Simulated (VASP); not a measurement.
# WS2 in VASP: notebook

The runs below take WS2 through single point, with PBEsol.

Program: VASP 6.6.1. These are calculated values, not measurements. Logs are shortened: lines on timing, memory, paths and dates and some standing lists are left out, and cuts for length are marked.

### Step 1. The cell of the first run

The cell holds a slab with vacuum, 3 atoms: a = 3.146 Å, b = 3.146 Å, c = 16.953 Å, α = 90.00°, β = 90.00°, γ = 120.00°.

### Step 2. Single point, PBEsol (atom 1 (W) moved -0.300 Å along Cartesian [1 -1 0])

INCAR

```
SYSTEM = WS2
PREC = Accurate
ENCUT = 520
EDIFF = 1E-6
ISMEAR = 0
SIGMA = 0.05
LREAL = .FALSE.
LASPH = .TRUE.
NELM = 60
ALGO = Normal
ISIF = 2
LWAVE = .FALSE.
LCHARG = .FALSE.
GGA = PS
NBANDS = 20
```

KPOINTS

```
regular mesh
0
G
  12 12 2
  0 0 0
```

POSCAR

```
WS2
1.0
    3.1457762098      0.0000000000      0.0000000000
   -1.5728881049      2.7243221123      0.0000000000
    0.0000000000      0.0000000000     16.9534209708
W S
1 2
Direct
    0.3048324034      0.7445326552      0.0000000000
    0.6666666667      0.3333333333      0.9075761480
    0.6666666667      0.3333333333      0.0924238520
```

Potentials or basis: VASP PAW PBE potentials, release 64 (W_sv, S).

Launch:

```bash
cat potpaw_PBE.64/W_sv/POTCAR potpaw_PBE.64/S/POTCAR > POTCAR
mpirun -np 1 vasp_std > vasp.out
```

OUTCAR:

```text
SYSTEM = WS2
   PREC = Accurate
   ENCUT = 520
   EDIFF = 1E-6
   ISMEAR = 0
   LREAL = .FALSE.
   LASPH = .TRUE.
   NELM = 60
   ISIF = 2
   GGA = PS

 ion  position               nearest neighbor table
   1  0.305  0.745  0.000-   2 2.25   3 2.25   2 2.36   3 2.36   2 2.63   3 2.63
   2  0.667  0.333  0.908-   1 2.25   1 2.36   1 2.63
   3  0.667  0.333  0.092-   1 2.25   1 2.36   1 2.63

  LATTYP: Found a hexagonal cell.
 ALAT       =     3.1457762098
 C/A-ratio  =     5.3892647919

  Lattice vectors:

 A1 = (   3.1457762098,   0.0000000000,   0.0000000000)
 A2 = (  -1.5728881049,   2.7243221123,   0.0000000000)
 A3 = (   0.0000000000,   0.0000000000,  16.9534209708)

Analysis of symmetry for initial positions (statically):
=====================================================================
 Subroutine PRICEL returns:
 Original cell was already a primitive cell.

 Routine SETGRP: Setting up the symmetry group for a
 hexagonal supercell.

 Subroutine GETGRP returns: Found  2 space group operations
 (whereof  2 operations were pure point group operations)
 out of a pool of 24 trial point group operations.

The static configuration has the point symmetry C_1h.

Analysis of symmetry for dynamics (positions and initial velocities):
=====================================================================
 Subroutine PRICEL returns:
 Original cell was already a primitive cell.

 Routine SETGRP: Setting up the symmetry group for a
 hexagonal supercell.

 Subroutine GETGRP returns: Found  2 space group operations
 (whereof  2 operations were pure point group operations)
 out of a pool of 24 trial point group operations.

The dynamic configuration has the point symmetry C_1h.

 Subroutine INISYM returns: Found  2 space group operations
 (whereof  2 operations are pure point group operations),
 and found     1 'primitive' translations

----------------------------------------------------------------------------------------

                                     Primitive cell

  volume of cell :     145.2926

  direct lattice vectors                    reciprocal lattice vectors
     3.145776210  0.000000000  0.000000000     0.317886567  0.183531895  0.000000000
    -1.572888105  2.724322112  0.000000000     0.000000000  0.367063790  0.000000000
     0.000000000  0.000000000 16.953420971     0.000000000  0.000000000  0.058985145

  length of vectors
     3.145776210  3.145776210 16.953420971     0.367063790  0.367063790  0.058985145

  position of ions in fractional coordinates (direct lattice)
     0.304832403  0.744532655  0.000000000
     0.666666667  0.333333333  0.907576148
     0.666666667  0.333333333  0.092423852

  ion indices of the primitive-cell ions
   primitive index   ion index
                 1           1
                 2           2
                 3           3

----------------------------------------------------------------------------------------

 KPOINTS: regular mesh

Automatic generation of k-mesh.
 Grid dimensions read from file:
 generate k-points for:   12   12    2

 Generating k-lattice:

  Cartesian coordinates                     Fractional coordinates (reciprocal lattice)
     0.026490547  0.015294325  0.000000000     0.083333333  0.000000000  0.000000000
     0.000000000  0.030588649  0.000000000     0.000000000  0.083333333  0.000000000
     0.000000000  0.000000000  0.029492573     0.000000000  0.000000000  0.500000000

  Length of vectors
     0.030588649  0.030588649  0.029492573

  Shift w.r.t. Gamma in fractional coordinates (k-lattice)
     0.000000000  0.000000000  0.000000000

 Subroutine IBZKPT returns following result:
 ===========================================

 Found    148 irreducible k-points:

 Following reciprocal coordinates:
            Coordinates               Weight
  0.000000  0.000000  0.000000      1.000000
  0.083333  0.000000  0.000000      2.000000
  0.000000  0.083333  0.000000      2.000000
 -0.083333  0.083333  0.000000      2.000000
  0.166667 -0.000000  0.000000      2.000000
  0.000000  0.166667  0.000000      2.000000
[... 16 lines left out ...]
  0.166667  0.083333  0.000000      2.000000
 -0.083333  0.250000  0.000000      2.000000
 [... further k-points ...]
   k-points           NKPTS =    148   k-points in BZ     NKDIM =    148   number of bands    NBANDS=     20
   number of dos      NEDOS =    301   number of ions     NIONS =      3
   total plane-waves  NPLWV =  72576
   dimension x,y,z NGX =    24 NGY =   24 NGZ =  126
   dimension x,y,z NGXF=    48 NGYF=   48 NGZF=  252
   ions per type =               1   2
   NGX,Y,Z   is equivalent  to a cutoff of  12.68, 12.68, 12.36 a.u.
   NGXF,Y,Z  is equivalent  to a cutoff of  25.37, 25.37, 24.71 a.u.
 SYSTEM =  WS2
   PREC   = accura    normal or accurate (medium, high low for compatibility)
   ISTART =      0    job   : 0-new  1-cont  2-samecut
   ICHARG =      2    charge: 1-file 2-atom 10-const
   ISPIN  =      1    spin polarized calculation?
   LNONCOLLINEAR =      F non collinear calculations
   LSORBIT =      F    spin-orbit coupling
   LASPH  =      T    aspherical Exc in radial PAW
   ENCUT  =  520.0 eV  38.22 Ry    6.18 a.u.   5.85  5.85 31.52*2*pi/ulx,y,z
   NELM   =     60;   NELMIN=  2; NELMDL= -5     # of ELM steps
   EDIFF  = 0.1E-05   stopping-criterion for ELM
   LREAL  =      F    real-space projection
   EDIFFG = 0.1E-04   stopping-criterion for IOM
   NSW    =      0    number of steps for IOM
   IBRION =     -1    ionic relax: 0-MD 1-quasi-New 2-CG
   NFREE  =      0    steps in history (QN), initial steepest desc. (CG)
   ISIF   =      2    stress and relaxation
   ISYM   =      2    0-nonsym 1-usesym 2-fastsym
   POTIM  = 0.5000    time-step for ionic-motion
   TEBEG  =    0.0;   TEEND  =   0.0 temperature during run
   PSTRESS=    0.0 pullay stress
   NELECT =      26.0000    total number of electrons
   NUPDOWN=      -1.0000    fix difference up-down
   EMIN   =  10.00;   EMAX   =-10.00  energy-range for DOS
   EFERMI =   0.00;   METHOD = LEGACY
   ISMEAR =     0;   SIGMA  =   0.05  broadening in eV -4-tet -1-fermi 0-gaus
   EFERMI_NEDOS =   21; number of points for ismear=-14 and -15
   IALGO  =     38    algorithm
   IMIX   =      4    mixing-type and parameters
     AMIX     =   0.40;   BMIX     =  1.00
     AMIX_MAG =   1.60;   BMIX_MAG =  1.00
  volume/ion in A,a.u.               =      48.43       326.83
  Fermi-wavevector in a.u.,A,eV,Ry     =   0.922539  1.743346 11.579622  0.851078
  Thomas-Fermi vector in A             =   2.048077
   LORBIT       =      0    0 simple, 1 ext, 2 COOP (PROOUT), +10 PAW based schemes
   GGA     = PS    functional components
   LHFCALC =     F    Hartree Fock is set to
   AEXX    =    0.0000 exact exchange contribution
   IVDW    =     0    specifies the selected vdW correction
   LEPSILON=     F    determine dielectric tensor
   LRPA    =     F    only Hartree local field effects (RPA)
 non-spin polarized calculation
 Gauss-broadening in eV      SIGMA  =   0.05
  energy-cutoff  :      520.00
  volume of cell :      145.29
 maximum number of plane-waves:      3942
   NGX = 11   NGY = 11   NGZ = 63

 number of electron      25.9999999 magnetization

 Free energy of the ion-electron system (eV)
  ---------------------------------------------------
  ext. energy  EPLUGINS =         0.00000000
  ---------------------------------------------------
  free energy    TOTEN  =       -24.32550939 eV

  energy without entropy =      -24.32550939  energy(sigma->0) =      -24.32550939

 E-fermi :  -0.6723     XC(G=0):  -4.5995

 val. band max:       -0.9415072677   @ k =   0.3333   0.3333   0.0000
 cond. band min:       0.2213110163   @ k =   0.0000   0.0000   0.0000
 fundamental gap:      1.1628182840
 Fermi energy:        -0.6723277405

 k-point     1 :       0.0000    0.0000    0.0000
  band No.  band energies     occupation
      1     -75.0280      2.00000
      2     -39.3783      2.00000
      3     -39.1679      2.00000
      4     -39.0761      2.00000
      5     -16.0601      2.00000
      6     -14.3390      2.00000
[... 12 lines left out ...]
     19       4.4078      0.00000
     20       5.2098      0.00000

 k-point     2 :       0.0833    0.0000    0.0000
  band No.  band energies     occupation
      1     -75.0266      2.00000
      2     -39.3734      2.00000
      3     -39.1904      2.00000
      4     -39.0865      2.00000
      5     -15.9331      2.00000
      6     -14.3033      2.00000
[... 12 lines left out ...]
     19       4.5631      0.00000
     20       5.4528      0.00000

 k-point     3 :       0.0000    0.0833    0.0000
  band No.  band energies     occupation
      1     -75.0266      2.00000
      2     -39.3733      2.00000
      3     -39.1922      2.00000
      4     -39.0852      2.00000
      5     -15.9300      2.00000
      6     -14.3083      2.00000
[... 12 lines left out ...]
     19       4.5645      0.00000
     20       5.4247      0.00000

 k-point     4 :      -0.0833    0.0833    0.0000
  band No.  band energies     occupation
      1     -75.0267      2.00000
      2     -39.3741      2.00000
      3     -39.1738      2.00000
      4     -39.1008      2.00000
      5     -15.9516      2.00000
      6     -14.2794      2.00000
[... 12 lines left out ...]
     19       4.5416      0.00000
     20       5.4002      0.00000

 k-point     5 :       0.1667   -0.0000    0.0000
  band No.  band energies     occupation
      1     -75.0229      2.00000
      2     -39.3600      2.00000
      3     -39.2564      2.00000
      4     -39.1098      2.00000
      5     -15.5698      2.00000
      6     -14.2032      2.00000
[... 12 lines left out ...]
     19       5.0090      0.00000
     20       5.9495      0.00000
[... 353 lines left out ...]
      6     -14.1982      2.00000
[... 12 lines left out ...]
     19       4.8276      0.00000
     20       5.7524      0.00000

 k-point    22 :      -0.1667    0.0833    0.0000
  band No.  band energies     occupation
      1     -75.0242      2.00000
      2     -39.3656      2.00000
      3     -39.2051      2.00000
      4     -39.1282      2.00000
      5     -15.7264      2.00000
      6     -14.1836      2.00000
[... 12 lines left out ...]
     19       4.8158      0.00000
     20       5.7763      0.00000

 k-point    23 :       0.1667    0.0833    0.0000
  band No.  band energies     occupation
      1     -75.0196      2.00000
      2     -39.3470      2.00000
      3     -39.3288      2.00000
      4     -39.1182      2.00000
      5     -15.1971      2.00000
      6     -14.1640      2.00000
[... 12 lines left out ...]
     19       5.4897      0.00000
     20       6.3267      0.00000

 k-point    24 :      -0.0833    0.2500    0.0000
  band No.  band energies     occupation
      1     -75.0198      2.00000
      2     -39.3491      2.00000
      3     -39.2954      2.00000
      4     -39.1446      2.00000
      5     -15.2627      2.00000
      6     -14.0768      2.00000
[... 12 lines left out ...]
     19       5.3744      0.00000
     20       6.3354      0.00000

 [... further k-points ...]
[... 5 lines left out ...]
  --------------------------------------------------------------------------------------
  -------------------------------------------------------------------------------------
  Total       -0.3836421      2.9192891      3.3651683      1.7892538      0.0000000      0.0000000
  in kB       -4.2305153     32.1917108     37.1085295     19.7305371      0.0000000      0.0000000
  external PRESSURE =      21.6899083 kB  Pullay stress =       0.0000000 kB

 VOLUME and BASIS-vectors are now :
 -----------------------------------------------------------------------------
  energy-cutoff  :      520.00
  volume of cell :      145.29
      direct lattice vectors                 reciprocal lattice vectors
     3.145776210  0.000000000  0.000000000     0.317886567  0.183531895  0.000000000
    -1.572888105  2.724322112  0.000000000     0.000000000  0.367063790  0.000000000
     0.000000000  0.000000000 16.953420971     0.000000000  0.000000000  0.058985145

 POSITION                                       TOTAL-FORCE (eV/Angst)
 -----------------------------------------------------------------------------------
     -0.21213      2.02835      0.00000         3.838565     -4.331871      0.000000
      1.57289      0.90811     15.38652        -1.919282      2.165936     -1.082416
      1.57289      0.90811      1.56690        -1.919282      2.165936      1.082416
 -----------------------------------------------------------------------------------
    total drift:                               -0.000123     -0.000038     -0.000000

  FREE ENERGIE OF THE ION-ELECTRON SYSTEM (eV)
  ---------------------------------------------------
  free  energy   TOTEN  =       -24.3255093855 eV

  energy  without entropy=      -24.3255093855  energy(sigma->0) =      -24.32550939
```

It took 3.3 min on 1 thread of Intel Xeon 6975P-C (Granite Rapids), shared host; peak memory 0.53 GiB.

What came out:

* Free energy: -24.3255 eV
* Largest force: 5.788 eV/Å
* Band gap on the k mesh: 1.16 eV (least direct gap 1.26 eV)

Forces on the atoms (eV/Å):
```
W    3.839 -4.332  0.000
S   -1.919  2.166 -1.082
S   -1.919  2.166  1.082
```

Caveat: the cell differs from its parent crystal (atom 1 (W) moved -0.300 Å along Cartesian [1 -1 0]); there is no dipole correction, which matters where the two faces differ; the PAW data sets were made with another functional, which shifts forces and pressure a little; spin-orbit coupling is left out, which moves the levels of the heavy elements.

### Step 3. Single point, PBEsol (atom 1 (W) moved +0.240 Å along Cartesian [1 -1 0])

INCAR

```
SYSTEM = WS2
  PREC = Accurate
  ENCUT = 520
  EDIFF = 1E-7
  ISMEAR = 0
  SIGMA = 0.05
  LREAL = .False.
  LASPH = .True.
  NELM = 80
  ALGO = Normal
  ISIF = 2
  LWAVE = .False.
  LCHARG = .False.
  GGA = PS
  NBANDS = 20
```

KPOINTS

```
Automatic mesh
0
Gamma
  12 12 2
  0 0 0
```

Edit POSCAR of step 2 so:

```diff
@@ -8,3 +8,3 @@
 Direct
-    0.3048324034      0.7445326552      0.0000000000
+    0.3561340772      0.6043738758      0.0000000000
     0.6666666667      0.3333333333      0.9075761480
```

Potentials or basis: VASP PAW PBE potentials, release 64 (W_sv, S).

Launch:

```bash
cat potpaw_PBE.64/W_sv/POTCAR potpaw_PBE.64/S/POTCAR > POTCAR
mpirun -np 1 vasp_std > vasp.out
```

It took 3.6 min on 1 thread of Intel Xeon 6975P-C (Granite Rapids), shared host; peak memory 0.54 GiB.

The run converged. Its results:

```yaml
Free_energy: -24.6080 eV
Largest_force: 5.311 eV/Å
Band_gap_on_the_k_mesh: 1.51 eV (least direct gap 1.87 eV)
```

Forces on the atoms (eV/Å):
```
W   -3.918  3.586  0.000
S    1.959 -1.793 -0.831
S    1.959 -1.793  0.831
```

Levels at points of the mesh, in eV from the valence-band top:
```csv
k point,band 11,band 12,band 13,band 14,band 15,band 16
"(0.00, 0.00, 0.00)",-2.09,-0.48,-0.36,1.51,2.17,3.40
"(0.50, 0.00, 0.00)",-2.12,-1.99,-0.10,2.69,2.81,3.36
"(0.00, 0.50, 0.00)",-1.96,-1.79,-0.24,2.90,2.90,3.30
"(0.50, 0.50, 0.00)",-2.81,-1.67,-1.05,2.68,3.35,4.21
"(0.00, 0.00, 0.50)",-2.09,-0.48,-0.36,1.51,2.17,3.40
"(0.50, 0.00, 0.50)",-2.12,-1.99,-0.10,2.69,2.81,3.36
"(0.00, 0.50, 0.50)",-1.96,-1.79,-0.24,2.90,2.90,3.30
"(0.50, 0.50, 0.50)",-2.81,-1.67,-1.05,2.68,3.35,4.21
```

Caveat: the cell differs from its parent crystal (atom 1 (W) moved +0.240 Å along Cartesian [1 -1 0]); there is no dipole correction, which matters where the two faces differ; the PAW data sets were made with another functional, which shifts forces and pressure a little; spin-orbit coupling is left out, which moves the levels of the heavy elements.
